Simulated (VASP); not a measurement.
# Mn (P6_3/mmc) in VASP: single point with RPBE

Aim: the single point of Mn with RPBE.

Program: VASP 6.6.1. These are calculated values, not measurements. Logs are shortened: lines on timing, memory, paths and dates and some standing lists are left out, and cuts for length are marked.

**1. The cell of the first run**

It takes space group P6_3/mmc (No. 194, hexagonal). Conventional cell: a = 2.573 Å, b = 2.573 Å, c = 8.360 Å, α = 90.00°, β = 90.00°, γ = 120.00°. Mn (site symmetry -3m) has 12 Mn at 2.56 to 2.57 Å within 3.4 Å. Mn (site symmetry -6m2) has 12 Mn at 2.56 to 2.57 Å within 3.4 Å.

**2. Single point, RPBE, collinear spin, ferrimagnetic start (volume scaled by 1.08)**

INCAR

```
  PREC = Accurate
  ENCUT = 520
  EDIFF = 1E-6
  ISMEAR = -1
  SIGMA = 0.05
  LREAL = False
  LASPH = True
  NELM = 150
  ALGO = Normal
  ISIF = 2
  LWAVE = False
  LCHARG = True
  ISPIN = 2
  MAGMOM = 0.929 0.929 -0.848 -0.848
  LORBIT = 11
  LMAXMIX = 4
  GGA = RP
  LELF = True
  LVHAR = True
  NBANDS = 38
```

KPOINTS

```
Automatic mesh
0
Gamma
  16 16 5
```

POSCAR

```
Mn
1.0
    2.5733923753      0.0000000000      0.0000000000
   -1.2866961876      2.2286231709      0.0000000000
    0.0000000000      0.0000000000      8.3601646554
Mn
4
Direct
    1.0000000000      1.0000000000      0.0000000000
    1.0000000000      1.0000000000      0.5000000000
    0.3333333333      0.6666666667      0.2500000000
    0.6666666667      0.3333333333      0.7500000000
```

Potentials or basis: VASP PAW PBE potentials, release 64 (Mn_pv).

Run with:

```sh
$ cat potpaw_PBE.64/Mn_pv/POTCAR > POTCAR
$ mpirun -np 1 vasp_std > vasp.out
```

OUTCAR:

```text
PREC = Accurate
   ENCUT = 520
   EDIFF = 1E-6
   ISMEAR = -1
   LREAL = False
   LASPH = True
   NELM = 150
   ISIF = 2
   ISPIN = 2
   LORBIT = 11
   GGA = RP

 ion  position               nearest neighbor table
   1  0.000  0.000  0.000-   3 2.56   4 2.56   3 2.56   4 2.56   4 2.56   3 2.56
   2  0.000  0.000  0.500-   3 2.56   4 2.56   3 2.56   4 2.56   4 2.56   3 2.56
   3  0.333  0.667  0.250-   1 2.56   2 2.56   1 2.56   2 2.56   1 2.56   2 2.56
   4  0.667  0.333  0.750-   1 2.56   2 2.56   1 2.56   2 2.56   1 2.56   2 2.56

  LATTYP: Found a hexagonal cell.
 ALAT       =     2.5733923753
 C/A-ratio  =     3.2486941112

  Lattice vectors:

 A1 = (   2.5733923753,   0.0000000000,   0.0000000000)
 A2 = (  -1.2866961876,   2.2286231709,   0.0000000000)
 A3 = (   0.0000000000,   0.0000000000,   8.3601646554)

Analysis of symmetry for initial positions (statically):
=====================================================================
 Subroutine PRICEL returns:
 Original cell was already a primitive cell.

 Routine SETGRP: Setting up the symmetry group for a
 hexagonal supercell.

 Subroutine GETGRP returns: Found 24 space group operations
 (whereof 12 operations were pure point group operations)
 out of a pool of 24 trial point group operations.

The static configuration has the point symmetry D_3d.
 The point group associated with its full space group is D_6h.

Analysis of symmetry for dynamics (positions and initial velocities):
=====================================================================
 Subroutine PRICEL returns:
 Original cell was already a primitive cell.

 Routine SETGRP: Setting up the symmetry group for a
 hexagonal supercell.

 Subroutine GETGRP returns: Found 24 space group operations
 (whereof 12 operations were pure point group operations)
 out of a pool of 24 trial point group operations.

The dynamic configuration has the point symmetry D_3d.
 The point group associated with its full space group is D_6h.

Analysis of structural, dynamic, and magnetic symmetry:
=====================================================================
 Subroutine PRICEL returns:
 Original cell was already a primitive cell.

 Routine SETGRP: Setting up the symmetry group for a
 hexagonal supercell.

 Subroutine GETGRP returns: Found 24 space group operations
 (whereof 12 operations were pure point group operations)
 out of a pool of 24 trial point group operations.

The overall configuration has the point symmetry D_3d.
 The point group associated with its full space group is D_6h.

 Subroutine INISYM returns: Found 24 space group operations
 (whereof 12 operations are pure point group operations),
 and found     1 'primitive' translations

----------------------------------------------------------------------------------------

                                     Primitive cell

  volume of cell :      47.9466

  direct lattice vectors                    reciprocal lattice vectors
     2.573392375  0.000000000  0.000000000     0.388592121  0.224353765  0.000000000
    -1.286696188  2.228623171  0.000000000     0.000000000  0.448707531  0.000000000
     0.000000000  0.000000000  8.360164655     0.000000000  0.000000000  0.119614869

  length of vectors
     2.573392375  2.573392375  8.360164655     0.448707531  0.448707531  0.119614869

  position of ions in fractional coordinates (direct lattice)
     0.000000000  0.000000000  0.000000000
     0.000000000  0.000000000  0.500000000
     0.333333333  0.666666667  0.250000000
     0.666666667  0.333333333  0.750000000

  ion indices of the primitive-cell ions
   primitive index   ion index
                 1           1
                 2           2
                 3           3
                 4           4

----------------------------------------------------------------------------------------

 KPOINTS: Automatic mesh

Automatic generation of k-mesh.
 Grid dimensions read from file:
 generate k-points for:   16   16    5

 Generating k-lattice:

  Cartesian coordinates                     Fractional coordinates (reciprocal lattice)
     0.024287008  0.014022110  0.000000000     0.062500000 -0.000000000  0.000000000
     0.000000000  0.028044221  0.000000000     0.000000000  0.062500000  0.000000000
     0.000000000  0.000000000  0.023922974     0.000000000  0.000000000  0.200000000

  Length of vectors
     0.028044221  0.028044221  0.023922974

  Shift w.r.t. Gamma in fractional coordinates (k-lattice)
     0.000000000  0.000000000  0.000000000

 Subroutine IBZKPT returns following result:
 ===========================================

 Found     90 irreducible k-points:

 Following reciprocal coordinates:
            Coordinates               Weight
  0.000000  0.000000  0.000000      1.000000
  0.062500  0.000000  0.000000      6.000000
  0.125000  0.000000  0.000000      6.000000
  0.187500  0.000000  0.000000      6.000000
  0.250000  0.000000  0.000000      6.000000
  0.312500  0.000000  0.000000      6.000000
[... 16 lines left out ...]
  0.187500  0.187500  0.000000      6.000000
  0.250000  0.187500  0.000000     12.000000
 [... further k-points ...]
   k-points           NKPTS =     90   k-points in BZ     NKDIM =     90   number of bands    NBANDS=     38
   number of dos      NEDOS =    301   number of ions     NIONS =      4
   total plane-waves  NPLWV =  25600
   dimension x,y,z NGX =    20 NGY =   20 NGZ =   64
   dimension x,y,z NGXF=    40 NGYF=   40 NGZF=  128
   ions per type =               4
   NGX,Y,Z   is equivalent  to a cutoff of  12.92, 12.92, 12.73 a.u.
   NGXF,Y,Z  is equivalent  to a cutoff of  25.84, 25.84, 25.45 a.u.
 SYSTEM =  unknown system
   PREC   = accura    normal or accurate (medium, high low for compatibility)
   ISTART =      0    job   : 0-new  1-cont  2-samecut
   ICHARG =      2    charge: 1-file 2-atom 10-const
   ISPIN  =      2    spin polarized calculation?
   LNONCOLLINEAR =      F non collinear calculations
   LSORBIT =      F    spin-orbit coupling
   LASPH  =      T    aspherical Exc in radial PAW
   ENCUT  =  520.0 eV  38.22 Ry    6.18 a.u.   4.78  4.78 15.54*2*pi/ulx,y,z
   NELM   =    150;   NELMIN=  2; NELMDL= -5     # of ELM steps
   EDIFF  = 0.1E-05   stopping-criterion for ELM
   LREAL  =      F    real-space projection
   EDIFFG = 0.1E-04   stopping-criterion for IOM
   NSW    =      0    number of steps for IOM
   IBRION =     -1    ionic relax: 0-MD 1-quasi-New 2-CG
   NFREE  =      0    steps in history (QN), initial steepest desc. (CG)
   ISIF   =      2    stress and relaxation
   ISYM   =      2    0-nonsym 1-usesym 2-fastsym
   POTIM  = 0.5000    time-step for ionic-motion
   TEBEG  =    0.0;   TEEND  =   0.0 temperature during run
   PSTRESS=    0.0 pullay stress
   NELECT =      52.0000    total number of electrons
   NUPDOWN=      -1.0000    fix difference up-down
   EMIN   =  10.00;   EMAX   =-10.00  energy-range for DOS
   EFERMI =   0.00;   METHOD = LEGACY
   ISMEAR =    -1;   SIGMA  =   0.05  broadening in eV -4-tet -1-fermi 0-gaus
   EFERMI_NEDOS =   21; number of points for ismear=-14 and -15
   IALGO  =     38    algorithm
   IMIX   =      4    mixing-type and parameters
     AMIX     =   0.40;   BMIX     =  1.00
     AMIX_MAG =   1.60;   BMIX_MAG =  1.00
  volume/ion in A,a.u.               =      11.99        80.89
  Fermi-wavevector in a.u.,A,eV,Ry     =   1.681990  3.178501 38.492119  2.829091
  Thomas-Fermi vector in A             =   2.765449
   LORBIT       =     11    0 simple, 1 ext, 2 COOP (PROOUT), +10 PAW based schemes
   GGA     = RP    functional components
   LHFCALC =     F    Hartree Fock is set to
   AEXX    =    0.0000 exact exchange contribution
   IVDW    =     0    specifies the selected vdW correction
   LEPSILON=     F    determine dielectric tensor
   LRPA    =     F    only Hartree local field effects (RPA)
 spin polarized calculation
  energy-cutoff  :      520.00
  volume of cell :       47.95
 maximum number of plane-waves:      1309
 NGX is ok and might be reduce to    20
   NGX =  9   NGY =  9   NGZ = 31

 number of electron      51.9999981 magnetization       0.2117664

 Free energy of the ion-electron system (eV)
  ---------------------------------------------------
  ext. energy  EPLUGINS =         0.00000000
  ---------------------------------------------------
  free energy    TOTEN  =       -33.52070906 eV

  energy without entropy =      -33.47467320  energy(sigma->0) =      -33.49769113

 E-fermi :   9.2251     XC(G=0): -13.2185

 val. band max:        9.2239652331   @ k =   0.2500   0.0625   0.0000
 cond. band min:       9.2254126841   @ k =   0.4375   0.1250   0.0000
 fundamental gap:      0.0014474510
 Fermi energy:         9.2251221917

 spin component 1

 k-point     1 :       0.0000    0.0000    0.0000
  band No.  band energies     occupation
      1     -39.6083      1.00000
      2     -39.5714      1.00000
      3     -39.2554      1.00000
      4     -39.2554      1.00000
      5     -39.2546      1.00000
      6     -39.2546      1.00000
[... 30 lines left out ...]
     37      17.2423      0.00000
     38      24.4207      0.00000
[... 941 lines left out ...]
     37      17.8052      0.00000
     38      19.6530      0.00000

 [... further k-points ...]

 spin component 2

 k-point     1 :       0.0000    0.0000    0.0000
  band No.  band energies     occupation
      1     -39.6004      1.00000
      2     -39.5643      1.00000
      3     -39.2027      1.00000
      4     -39.2027      1.00000
      5     -39.2019      1.00000
      6     -39.2019      1.00000
[... 30 lines left out ...]
     37      17.2558      0.00000
     38      24.3111      0.00000
[... 941 lines left out ...]
     37      17.8379      0.00000
     38      19.6468      0.00000

 [... further k-points ...]

------------------------ aborting loop because EDIFF is reached ----------------------------------------

  FORCE on cell =-STRESS in cart. coord.  units (eV):
  Direction    XX          YY          ZZ          XY          YZ          ZX
  --------------------------------------------------------------------------------------
  -------------------------------------------------------------------------------------
  Total       -2.9936453     -2.9936453     -2.4656171     -0.0000000     -0.0000000      0.0000000
  in kB     -100.0353380   -100.0353380    -82.3908021     -0.0000000     -0.0000000      0.0000000
  external PRESSURE =     -94.1538261 kB  Pullay stress =       0.0000000 kB

 VOLUME and BASIS-vectors are now :
 -----------------------------------------------------------------------------
  energy-cutoff  :      520.00
  volume of cell :       47.95
      direct lattice vectors                 reciprocal lattice vectors
     2.573392375  0.000000000  0.000000000     0.388592121  0.224353765  0.000000000
    -1.286696188  2.228623171  0.000000000     0.000000000  0.448707531  0.000000000
     0.000000000  0.000000000  8.360164655     0.000000000  0.000000000  0.119614869

 POSITION                                       TOTAL-FORCE (eV/Angst)
 -----------------------------------------------------------------------------------
      0.00000      0.00000      0.00000         0.000000      0.000000      0.000000
      0.00000      0.00000      4.18008         0.000000      0.000000      0.000000
     -0.00000      1.48575      2.09004         0.000000      0.000000      0.000000
      1.28670      0.74287      6.27012        -0.000000     -0.000000     -0.000000
 -----------------------------------------------------------------------------------
    total drift:                                0.000000     -0.000000      0.000000

  FREE ENERGIE OF THE ION-ELECTRON SYSTEM (eV)
  ---------------------------------------------------
  free  energy   TOTEN  =       -33.5207090598 eV

  energy  without entropy=      -33.4746732026  energy(sigma->0) =      -33.49769113

 total charge

# of ion       s       p       d       tot
------------------------------------------
    1        0.387   6.331   5.068  11.786
    2        0.387   6.331   5.068  11.786
    3        0.387   6.332   5.063  11.782
    4        0.387   6.332   5.063  11.782
--------------------------------------------------
tot          1.547  25.327  20.262  47.135

 magnetization (x)

# of ion       s       p       d       tot
------------------------------------------
    1        0.011   0.019   1.525   1.555
    2        0.011   0.019   1.525   1.555
    3       -0.010  -0.022  -1.420  -1.452
    4       -0.010  -0.022  -1.420  -1.452
--------------------------------------------------
tot          0.003  -0.005   0.209   0.206
```

It took 4.4 min on 1 thread of Intel Xeon Platinum 8488C (Sapphire Rapids), shared host; peak memory 0.32 GiB.

What came out:

```yaml
Free_energy: -33.5207 eV
Pressure: -9.4 GPa
Net_moment: 0.21 μB per cell
Site_moments: Mn +1.55, -1.45 μB
Valence_electrons_inside_the_program's_atomic_spheres: Mn 11.79, 11.78
```

Stress tensor (GPa, compression positive):
```
-10.00   0.00   0.00
  0.00 -10.00   0.00
  0.00   0.00  -8.24
```

Caveat: the PAW data sets were made with another functional, which shifts forces and pressure a little.
